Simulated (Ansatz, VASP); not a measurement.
One calculation of OsO4, two programs

The input INCAR:

```
SYSTEM = OsO4
  ALGO = Normal
  DIPOL = 0.5 0.5 0.660
  EDIFF = 1E-6
  ENCUT = 520
  GGA = PE
  GGA_COMPAT = .FALSE.
  IDIPOL = 3
  ISIF = 2
  ISMEAR = 0
  IVDW = 12
  LASPH = .TRUE.
  LCHARG = .FALSE.
  LDIPOL = .TRUE.
  LREAL = .FALSE.
  LWAVE = .FALSE.
  NBANDS = 24
  NELM = 120
  NELMDL = -8
  PREC = Accurate
  SIGMA = 0.1
```

KPOINTS

```
k-points
0
G
  3 3 1
  0 0 0
```

POSCAR

```
OsO4
1.0
    6.0686302234      0.0000000000      0.0000000000
    0.0000000000      6.0686302234      0.0000000000
    0.0000000000      0.0000000000     26.4228543752
Os O
1 4
Direct
    0.2500010010      0.5997077376      0.6606703731
    0.0200326889      0.4892077456      0.6297664046
    0.2500513119      0.5144814198      0.7224480809
    0.2499878172      0.8841415372      0.6598060584
    0.4799477621      0.4892504275      0.6297468016
```

Input for Ansatz:

```yaml
crystal:
  lattice:
    - [6.0686302234, 0.0, 0.0]
    - [0.0, 6.0686302234, 0.0]
    - [0.0, 0.0, 26.4228543752]
  atoms:
    - { symbol: Os, position: [0.250001001, 0.5997077376, 0.6606703731] }
    - { symbol: O, position: [0.0200326889, 0.4892077456, 0.6297664046] }
    - { symbol: O, position: [0.2500513119, 0.5144814198, 0.7224480809] }
    - { symbol: O, position: [0.2499878172, 0.8841415372, 0.6598060584] }
    - { symbol: O, position: [0.4799477621, 0.4892504275, 0.6297468016] }
basis:
  ecutwfc: 420
kpoints:
  mp_grid: { grid: [3, 3, 1] }
hamiltonian:
  xc: pbe
  dispersion: d3bj
scf:
  occupations: { method: gaussian, width: 0.1 }
output:
  forces: true
  eigenvalues: true
  write_density: true
  volumetric_format: npy
efield:
  axis: 3
  dipole_correction: true
  ramp_width: 0.04
```

Alike in both runs: task single point; functional PBE; dispersion D3(BJ); k mesh 3 × 3 × 1; occupations gaussian, width 0.1 eV; no spin polarisation.

|  | VASP | Ansatz |
| --- | --- | --- |
| version | VASP 6.6.1 | Ansatz 0.2.0 |
| potentials or method | VASP PAW PBE potentials, release 64 (Os, O), cutoff 520 eV | scalar-relativistic, plane waves, PAW |
| valence electrons in the cell | 32 | 40 |

VASP gave:

```
gap on the k mesh at the Fermi level (eV) : 3.45
rms of the force components (eV/Å)        : 0.746
```

Which values does Ansatz return?

gap on the k mesh at the Fermi level (eV): 3.51; rms of the force components (eV/Å): 0.902.

Atom by atom the forces differ by 0.371 eV/Å (rms over components). VASP's potentials hold 32 valence electrons a cell and Ansatz's 40, so a difference there can come from the potentials and not from the codes.

Spin-orbit coupling is off throughout.
